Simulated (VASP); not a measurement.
# Sb (Pm-3n) in VASP: a series of runs

Runs on Sb. Level: PBEsol. Tasks: single point, relaxation of cell and atoms.

Program: VASP 6.6.1. These are calculated values, not measurements. Logs are shortened: lines on timing, memory, paths and dates and some standing lists are left out, and cuts for length are marked.

## 1. The cell of the first run

It takes space group Pm-3n (No. 223, cubic). Conventional cell: a = 5.976 Å, b = 5.976 Å, c = 5.976 Å, α = 90.00°, β = 90.00°, γ = 90.00°. Within 4.4 Å of Sb (site symmetry m-3) lie 12 Sb at 3.34 Å. Within 3.9 Å of Sb (site symmetry -4m2) lie 14 Sb at 2.99 to 3.66 Å.

## 2. Single point, PBEsol

Input file INCAR:

```
PREC     = Accurate       # precision mode
ENCUT    = 520            # plane-wave cutoff, eV
EDIFF    = 1E-7           # SCF threshold, eV
ISMEAR   = -1             # smearing method
SIGMA    = 0.1            # smearing width, eV
LREAL    = False          # projectors in reciprocal space
LASPH    = True           # aspherical terms in the spheres
NELM     = 100            # most SCF steps
ALGO     = Normal         # electronic algorithm
ISIF     = 2              # what is computed and relaxed
LWAVE    = False          # write WAVECAR
LCHARG   = False          # write CHGCAR
GGA      = PS             # functional
NBANDS   = 30             # bands
```

Input file KPOINTS:

```
Automatic mesh
0
Gamma
  4 4 4
```

Input file POSCAR:

```
Sb
1.0
    5.9761713753      0.0000000000      0.0000000000
    0.0000000000      5.9761713753      0.0000000000
    0.0000000000      0.0000000000      5.9761713753
Sb
8
Direct
    1.0000000000      1.0000000000      1.0000000000
    0.5000000000      0.5000000000      0.5000000000
    0.2500000000      1.0000000000      0.5000000000
    0.7500000000      1.0000000000      0.5000000000
    0.5000000000      0.2500000000      0.0000000000
    0.5000000000      0.7500000000      0.0000000000
    0.0000000000      0.5000000000      0.2500000000
    0.0000000000      0.5000000000      0.7500000000
```

Potentials or basis: VASP PAW PBE potentials, release 64 (Sb).

The run is started by

```sh
> cat potpaw_PBE.64/Sb/POTCAR > POTCAR
> mpirun -np 1 vasp_std > vasp.out
```

OUTCAR:

```text
PREC = Accurate
   ENCUT = 520
   EDIFF = 1E-7
   ISMEAR = -1
   LREAL = False
   LASPH = True
   NELM = 100
   ISIF = 2
   GGA = PS

 ion  position               nearest neighbor table
   1  0.000  0.000  0.000-   3 3.34   4 3.34   5 3.34   6 3.34   7 3.34   8 3.34   3 3.34   4 3.34
                             7 3.34   8 3.34   5 3.34   6 3.34
   2  0.500  0.500  0.500-   3 3.34   4 3.34   5 3.34   6 3.34   7 3.34   8 3.34   5 3.34   6 3.34
                             3 3.34   4 3.34   7 3.34   8 3.34
   3  0.250  0.000  0.500-   4 2.99   4 2.99   1 3.34   1 3.34   2 3.34   2 3.34   5 3.66   6 3.66
                             6 3.66   5 3.66   8 3.66   7 3.66   8 3.66   7 3.66
   4  0.750  0.000  0.500-   3 2.99   3 2.99   1 3.34   1 3.34   2 3.34   2 3.34   5 3.66   6 3.66
                             6 3.66   5 3.66   8 3.66   7 3.66   8 3.66   7 3.66
   5  0.500  0.250  0.000-   6 2.99   6 2.99   1 3.34   2 3.34   2 3.34   1 3.34   3 3.66   4 3.66
                             3 3.66   4 3.66   8 3.66   7 3.66   7 3.66   8 3.66
   6  0.500  0.750  0.000-   5 2.99   5 2.99   1 3.34   2 3.34   2 3.34   1 3.34   3 3.66   4 3.66
                             3 3.66   4 3.66   8 3.66   7 3.66   7 3.66   8 3.66
   7  0.000  0.500  0.250-   8 2.99   8 2.99   1 3.34   2 3.34   1 3.34   2 3.34   3 3.66   4 3.66
                             5 3.66   3 3.66   4 3.66   6 3.66   5 3.66   6 3.66
   8  0.000  0.500  0.750-   7 2.99   7 2.99   1 3.34   2 3.34   1 3.34   2 3.34   3 3.66   4 3.66
                             5 3.66   3 3.66   4 3.66   6 3.66   5 3.66   6 3.66

  LATTYP: Found a simple cubic cell.
 ALAT       =     5.9761713753

  Lattice vectors:

 A1 = (   5.9761713753,   0.0000000000,   0.0000000000)
 A2 = (   0.0000000000,   5.9761713753,   0.0000000000)
 A3 = (   0.0000000000,   0.0000000000,   5.9761713753)

Analysis of symmetry for initial positions (statically):
=====================================================================
 Subroutine PRICEL returns:
 Original cell was already a primitive cell.

 Routine SETGRP: Setting up the symmetry group for a
 simple cubic supercell.

 Subroutine GETGRP returns: Found 48 space group operations
 (whereof 24 operations were pure point group operations)
 out of a pool of 48 trial point group operations.

The static configuration has the point symmetry T_h .
 The point group associated with its full space group is O_h .

Analysis of symmetry for dynamics (positions and initial velocities):
=====================================================================
 Subroutine PRICEL returns:
 Original cell was already a primitive cell.

 Routine SETGRP: Setting up the symmetry group for a
 simple cubic supercell.

 Subroutine GETGRP returns: Found 48 space group operations
 (whereof 24 operations were pure point group operations)
 out of a pool of 48 trial point group operations.

The dynamic configuration has the point symmetry T_h .
 The point group associated with its full space group is O_h .

 Subroutine INISYM returns: Found 48 space group operations
 (whereof 24 operations are pure point group operations),
 and found     1 'primitive' translations

----------------------------------------------------------------------------------------

                                     Primitive cell

  volume of cell :     213.4367

  direct lattice vectors                    reciprocal lattice vectors
     5.976171375  0.000000000  0.000000000     0.167331212  0.000000000  0.000000000
     0.000000000  5.976171375  0.000000000     0.000000000  0.167331212  0.000000000
     0.000000000  0.000000000  5.976171375     0.000000000  0.000000000  0.167331212

  length of vectors
     5.976171375  5.976171375  5.976171375     0.167331212  0.167331212  0.167331212

  position of ions in fractional coordinates (direct lattice)
     0.000000000  0.000000000  0.000000000
     0.500000000  0.500000000  0.500000000
     0.250000000  0.000000000  0.500000000
     0.750000000  0.000000000  0.500000000
     0.500000000  0.250000000  0.000000000
     0.500000000  0.750000000  0.000000000
     0.000000000  0.500000000  0.250000000
     0.000000000  0.500000000  0.750000000

  ion indices of the primitive-cell ions
   primitive index   ion index
                 1           1
                 2           2
                 3           3
                 4           4
                 5           5
                 6           6
                 7           7
                 8           8

----------------------------------------------------------------------------------------

 KPOINTS: Automatic mesh

Automatic generation of k-mesh.
 Grid dimensions read from file:
 generate k-points for:    4    4    4

 Generating k-lattice:

  Cartesian coordinates                     Fractional coordinates (reciprocal lattice)
     0.041832803  0.000000000  0.000000000     0.250000000  0.000000000  0.000000000
     0.000000000  0.041832803  0.000000000     0.000000000  0.250000000  0.000000000
     0.000000000  0.000000000  0.041832803     0.000000000  0.000000000  0.250000000

  Length of vectors
     0.041832803  0.041832803  0.041832803

  Shift w.r.t. Gamma in fractional coordinates (k-lattice)
     0.000000000  0.000000000  0.000000000

 Subroutine IBZKPT returns following result:
 ===========================================

 Found     10 irreducible k-points:

 Following reciprocal coordinates:
            Coordinates               Weight
  0.000000  0.000000  0.000000      1.000000
  0.250000  0.000000  0.000000      6.000000
  0.500000  0.000000  0.000000      3.000000
  0.250000  0.250000  0.000000     12.000000
  0.500000  0.250000  0.000000     12.000000
  0.500000  0.500000  0.000000      3.000000
  0.250000  0.250000  0.250000      8.000000
  0.500000  0.250000  0.250000     12.000000
  0.500000  0.500000  0.250000      6.000000
  0.500000  0.500000  0.500000      1.000000
   k-points           NKPTS =     10   k-points in BZ     NKDIM =     10   number of bands    NBANDS=     30
   number of dos      NEDOS =    301   number of ions     NIONS =      8
   total plane-waves  NPLWV = 110592
   dimension x,y,z NGX =    48 NGY =   48 NGZ =   48
   dimension x,y,z NGXF=    96 NGYF=   96 NGZF=   96
   ions per type =               8
   NGX,Y,Z   is equivalent  to a cutoff of  13.35, 13.35, 13.35 a.u.
   NGXF,Y,Z  is equivalent  to a cutoff of  26.71, 26.71, 26.71 a.u.
 SYSTEM =  unknown system
   PREC   = accura    normal or accurate (medium, high low for compatibility)
   ISTART =      0    job   : 0-new  1-cont  2-samecut
   ICHARG =      2    charge: 1-file 2-atom 10-const
   ISPIN  =      1    spin polarized calculation?
   LNONCOLLINEAR =      F non collinear calculations
   LSORBIT =      F    spin-orbit coupling
   LASPH  =      T    aspherical Exc in radial PAW
   ENCUT  =  520.0 eV  38.22 Ry    6.18 a.u.  11.11 11.11 11.11*2*pi/ulx,y,z
   NELM   =    100;   NELMIN=  2; NELMDL= -5     # of ELM steps
   EDIFF  = 0.1E-06   stopping-criterion for ELM
   LREAL  =      F    real-space projection
   EDIFFG = 0.1E-05   stopping-criterion for IOM
   NSW    =      0    number of steps for IOM
   IBRION =     -1    ionic relax: 0-MD 1-quasi-New 2-CG
   NFREE  =      0    steps in history (QN), initial steepest desc. (CG)
   ISIF   =      2    stress and relaxation
   ISYM   =      2    0-nonsym 1-usesym 2-fastsym
   POTIM  = 0.5000    time-step for ionic-motion
   TEBEG  =    0.0;   TEEND  =   0.0 temperature during run
   PSTRESS=    0.0 pullay stress
   NELECT =      40.0000    total number of electrons
   NUPDOWN=      -1.0000    fix difference up-down
   EMIN   =  10.00;   EMAX   =-10.00  energy-range for DOS
   EFERMI =   0.00;   METHOD = LEGACY
   ISMEAR =    -1;   SIGMA  =   0.10  broadening in eV -4-tet -1-fermi 0-gaus
   EFERMI_NEDOS =   21; number of points for ismear=-14 and -15
   IALGO  =     38    algorithm
   IMIX   =      4    mixing-type and parameters
     AMIX     =   0.40;   BMIX     =  1.00
     AMIX_MAG =   1.60;   BMIX_MAG =  1.00
  volume/ion in A,a.u.               =      26.68       180.04
  Fermi-wavevector in a.u.,A,eV,Ry     =   0.936854  1.770397 11.941764  0.877695
  Thomas-Fermi vector in A             =   2.063905
   LORBIT       =      0    0 simple, 1 ext, 2 COOP (PROOUT), +10 PAW based schemes
   GGA     = PS    functional components
   LHFCALC =     F    Hartree Fock is set to
   AEXX    =    0.0000 exact exchange contribution
   IVDW    =     0    specifies the selected vdW correction
   LEPSILON=     F    determine dielectric tensor
   LRPA    =     F    only Hartree local field effects (RPA)
 non-spin polarized calculation
  energy-cutoff  :      520.00
  volume of cell :      213.44
 maximum number of plane-waves:      5832
 NGX is ok and might be reduce to    48
   NGX = 23   NGY = 23   NGZ = 23

 number of electron      40.0000007 magnetization

 Free energy of the ion-electron system (eV)
  ---------------------------------------------------
  ext. energy  EPLUGINS =         0.00000000
  ---------------------------------------------------
  free energy    TOTEN  =       -33.85470518 eV

  energy without entropy =      -33.59230894  energy(sigma->0) =      -33.72350706

 E-fermi :   8.5097     XC(G=0): -10.3664

 val. band max:        8.4231065915   @ k =   0.2500   0.2500   0.0000
 cond. band min:       8.5369774146   @ k =   0.2500   0.0000   0.0000
 fundamental gap:      0.1138708231
 Fermi energy:         8.5096995574

 k-point     1 :       0.0000    0.0000    0.0000
  band No.  band energies     occupation
      1      -4.5673      2.00000
      2      -1.4708      2.00000
      3      -1.4708      2.00000
      4      -1.1843      2.00000
      5       0.3678      2.00000
      6       0.3678      2.00000
[... 22 lines left out ...]
     29      11.7486      0.00000
     30      13.5426      0.00000

 k-point     2 :       0.2500    0.0000    0.0000
  band No.  band energies     occupation
      1      -4.3076      2.00000
      2      -2.3489      2.00000
      3      -1.2544      2.00000
      4      -1.0823      2.00000
      5       0.4956      2.00000
      6       0.4974      2.00000
[... 22 lines left out ...]
     29      11.8809      0.00000
     30      12.6220      0.00000

 k-point     3 :       0.5000    0.0000    0.0000
  band No.  band energies     occupation
      1      -3.5409      2.00000
      2      -3.5409      2.00000
      3      -0.8149      2.00000
      4      -0.8149      2.00000
      5       0.0621      2.00000
      6       0.0621      2.00000
[... 22 lines left out ...]
     29      12.3136      0.00000
     30      12.3136      0.00000

 k-point     4 :       0.2500    0.2500    0.0000
  band No.  band energies     occupation
      1      -4.0485      2.00000
      2      -2.1333      2.00000
      3      -2.0716      2.00000
      4      -0.9557      2.00000
      5      -0.3054      2.00000
      6       0.6011      2.00000
[... 154 lines left out ...]
     29      10.6701      0.00000
     30      10.6701      0.00000

 k-point     9 :       0.5000    0.5000    0.2500
  band No.  band energies     occupation
      1      -2.3563      2.00000
      2      -2.2669      2.00000
      3      -2.2669      2.00000
      4      -2.2221      2.00000
      5      -0.6272      2.00000
      6      -0.4466      2.00000
[... 22 lines left out ...]
     29      10.8055      0.00000
     30      11.1018      0.00000

 k-point    10 :       0.5000    0.5000    0.5000
  band No.  band energies     occupation
      1      -1.5546      2.00000
      2      -1.5546      2.00000
      3      -1.5546      2.00000
      4      -1.5546      2.00000
      5      -1.5546      2.00000
      6      -1.5546      2.00000
[... 22 lines left out ...]
     29       9.1631      0.00290
     30       9.1631      0.00290

------------------------ aborting loop because EDIFF is reached ----------------------------------------

  FORCE on cell =-STRESS in cart. coord.  units (eV):
  Direction    XX          YY          ZZ          XY          YZ          ZX
  --------------------------------------------------------------------------------------
  -------------------------------------------------------------------------------------
  Total       -0.0226173     -0.0226173     -0.0226173      0.0000000     -0.0000000     -0.0000000
  in kB       -0.1697785     -0.1697785     -0.1697785      0.0000000     -0.0000000     -0.0000000
  external PRESSURE =      -0.1697785 kB  Pullay stress =       0.0000000 kB

 VOLUME and BASIS-vectors are now :
 -----------------------------------------------------------------------------
  energy-cutoff  :      520.00
  volume of cell :      213.44
      direct lattice vectors                 reciprocal lattice vectors
     5.976171375  0.000000000  0.000000000     0.167331212  0.000000000  0.000000000
     0.000000000  5.976171375  0.000000000     0.000000000  0.167331212  0.000000000
     0.000000000  0.000000000  5.976171375     0.000000000  0.000000000  0.167331212

 POSITION                                       TOTAL-FORCE (eV/Angst)
 -----------------------------------------------------------------------------------
      0.00000      0.00000      0.00000         0.000000      0.000000     -0.000000
      2.98809      2.98809      2.98809         0.000000      0.000000     -0.000000
      1.49404      0.00000      2.98809        -0.000000      0.000000      0.000000
      4.48213      0.00000      2.98809         0.000000     -0.000000     -0.000000
      2.98809      1.49404      0.00000        -0.000000      0.000000      0.000000
      2.98809      4.48213      0.00000         0.000000     -0.000000      0.000000
      0.00000      2.98809      1.49404        -0.000000      0.000000      0.000000
      0.00000      2.98809      4.48213         0.000000     -0.000000     -0.000000
 -----------------------------------------------------------------------------------
    total drift:                               -0.000000     -0.000000      0.000000

  FREE ENERGIE OF THE ION-ELECTRON SYSTEM (eV)
  ---------------------------------------------------
  free  energy   TOTEN  =       -33.8547051811 eV

  energy  without entropy=      -33.5923089358  energy(sigma->0) =      -33.72350706
```

It took 64 s on 1 thread of Intel Xeon Platinum 8375C at 2.90GHz (Ice Lake), shared host; peak memory 0.32 GiB.

Results:

```
Free energy            : -33.8547 eV
Pressure               : 0.0 GPa
Band gap on the k mesh : zero (bands 20 and 21 overlap by 0.21 eV)
```

Levels at points of the mesh, in eV from the Fermi level:
| k point | band 16 | band 17 | band 18 | band 19 | band 20 | band 21 | band 22 | band 23 | band 24 | band 25 |
| --- | --- | --- | --- | --- | --- | --- | --- | --- | --- | --- |
| (0.00, 0.00, 0.00) | -3.05 | -2.23 | -1.74 | -1.74 | -1.74 | 0.80 | 0.80 | 0.80 | 1.23 | 1.23 |
| (0.50, 0.00, 0.00) | -2.23 | -1.37 | -1.37 | -0.80 | -0.80 | 0.34 | 0.34 | 1.21 | 1.21 | 1.40 |
| (0.50, 0.50, 0.00) | -1.52 | -1.30 | -1.30 | -0.60 | -0.31 | 0.52 | 0.60 | 1.32 | 1.32 | 1.63 |
| (0.50, 0.50, 0.50) | -1.44 | 0.05 | 0.05 | 0.05 | 0.05 | 0.05 | 0.05 | 0.10 | 0.10 | 0.10 |

Caveat: the PAW data sets were made with another functional, which shifts forces and pressure a little; spin-orbit coupling is left out, which moves the levels of the heavy elements.

## 3. Single point, PBEsol

Input file INCAR:

```
SYSTEM = Sb
PREC = Accurate
ENCUT = 520
EDIFF = 1E-7
ISMEAR = -1
SIGMA = 0.1
LREAL = .False.
LASPH = .True.
NELM = 80
ALGO = Normal
ISIF = 2
LWAVE = .False.
LCHARG = .True.
GGA = PS
LELF = .True.
LVHAR = .True.
NBANDS = 30
```

Input file KPOINTS:

```
Automatic mesh
0
Gamma
  6 6 6
  0 0 0
```

POSCAR is that of step 2.

Potentials or basis: VASP PAW PBE potentials, release 64 (Sb).

The run is started by

```sh
> cat potpaw_PBE.64/Sb/POTCAR > POTCAR
> mpirun -np 1 vasp_std > vasp.out
```

Run time: 2 min. Hardware: 1 thread of Intel Xeon Platinum 8375C at 2.90GHz (Ice Lake), shared host; peak memory 0.35 GiB.

It converged, with:

```
Free energy            : -33.9170 eV
Pressure               : -0.1 GPa
Band gap on the k mesh : zero (bands 20 and 21 overlap by 0.58 eV)
```

Levels at points of the mesh, in eV from the Fermi level:
```
           k point  band 17  band 18  band 19  band 20  band 21  band 22  band 23  band 24
(0.00, 0.00, 0.00)    -2.26    -1.76    -1.76    -1.76     0.78     0.78     0.78     1.20
(0.50, 0.00, 0.00)    -1.39    -1.39    -0.82    -0.82     0.31     0.31     1.19     1.19
(0.50, 0.50, 0.00)    -1.33    -1.33    -0.63    -0.34     0.49     0.58     1.29     1.29
(0.50, 0.50, 0.50)     0.02     0.02     0.02     0.02     0.02     0.02     0.07     0.07
```

Caveat: the PAW data sets were made with another functional, which shifts forces and pressure a little; spin-orbit coupling is left out, which moves the levels of the heavy elements.

(Part 1 of 2 ends here.)
